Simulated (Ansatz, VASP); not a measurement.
# Al: VASP beside Ansatz

```
CELL_PARAMETERS angstrom
2.00380 -3.45282 0.00000
2.00380 3.45282 0.00000
0.00000 0.00000 2.96600
ATOMIC_POSITIONS crystal
Al 0.33286 0.66714 0.25000
Al 0.66714 0.33286 0.75000
```

Alike in both runs: functional PBE; k mesh 6 × 6 × 6; occupations gaussian, width 0.1 eV; no spin polarisation.

Ansatz relaxed the structure, and its values are those at the end. VASP's run is a single point on that final structure, the one shown.

|  | VASP | Ansatz |
| --- | --- | --- |
| version | VASP 6.6.1 | Ansatz 0.2.0 |
| potentials or method | VASP PAW PBE potentials, release 64 (Al), cutoff 520 eV | scalar-relativistic, plane waves, PAW |
| valence electrons in the cell | 6 | 6 |

```tsv
	VASP	Ansatz	Ansatz less VASP
gap on the k mesh at the Fermi level (eV)	none	none	-
pressure (GPa)	0.0	0.0	+0.03
```

A gap of «none» marks a metal or a gap that the smearing closes. The functional is the same, so the differences come from potentials, cutoffs and numerics.
